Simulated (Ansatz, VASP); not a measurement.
**ZnO in VASP and in Ansatz**

The input INCAR:

```
SYSTEM = ZnO
ALGO = Normal
EDIFF = 1E-6
EDIFFG = -0.002
ENCUT = 600
GGA = PS
IBRION = 2
ISIF = 3
ISMEAR = -1
LASPH = .True.
LCHARG = .False.
LREAL = .False.
LWAVE = .False.
NELM = 100
NSW = 100
PREC = Accurate
SIGMA = 0.08
```

File KPOINTS:

```
k-points
0
Gamma
  12 12 8
  0 0 0
```

The input POSCAR:

```
ZnO
1.0
    3.2493080000      0.0000000000      0.0000000000
   -1.6246540000      2.8139832727      0.0000000000
    0.0000000000      0.0000000000      5.2057090000
Zn O
2 2
Direct
    0.3333333333      0.6666666667      0.5000000000
    0.6666666667      0.3333333333      0.0000000000
    0.6666666667      0.3333333333      0.3790100000
    0.3333333333      0.6666666667      0.8790100000
```

Input for Ansatz:

```yaml
crystal:
  lattice:
    - [3.24930799999, 0.0, 0.0]
    - [-1.624654, 2.81398327271, 0.0]
    - [0.0, 0.0, 5.205709]
  atoms:
    - { symbol: Zn, position: [0.333333333333, 0.666666666667, 0.5] }
    - { symbol: Zn, position: [0.666666666667, 0.333333333333, 0.0] }
    - { symbol: O, position: [0.666666666667, 0.333333333333, 0.37901] }
    - { symbol: O, position: [0.333333333333, 0.666666666667, 0.87901] }
kpoints:
  mp_grid: { grid: [12, 12, 8] }
scf:
  occupations: { method: fermi_dirac, width: 0.08 }
hamiltonian:
  xc: pbesol
  pseudopotentials: { kind: paw }
relax:
  f_tol: 0.002
  max_steps: 80
  cell: {}
output:
  forces: true
  stress: true
```

Alike in both runs: task relaxation of cell and atoms; functional PBEsol; k mesh 12 × 12 × 8; occupations fermi-dirac, width 0.08 eV; no spin polarisation.

```csv
,VASP,Ansatz
version,VASP 6.6.1,Ansatz 0.2.0
potentials or method,"VASP PAW PBE potentials, release 64 (Zn, O)","PAW with Ansatz's default frozen-core files, scalar-relativistic"
plane-wave cutoff (eV),600,420
valence electrons in the cell,36,36
```

Ansatz gave:

| Property | Result |
| --- | --- |
| relaxed volume (Å³/atom) | 11.78 |
| relaxed length of the cell vector where the two differ most in proportion (Å) | 5.214 |

What did VASP give for the same quantities?

Relaxed volume (Å³/atom): 11.84; relaxed length of the cell vector where the two differ most in proportion (Å): 5.225.

VASP's potentials were made for PBE, not for PBEsol.
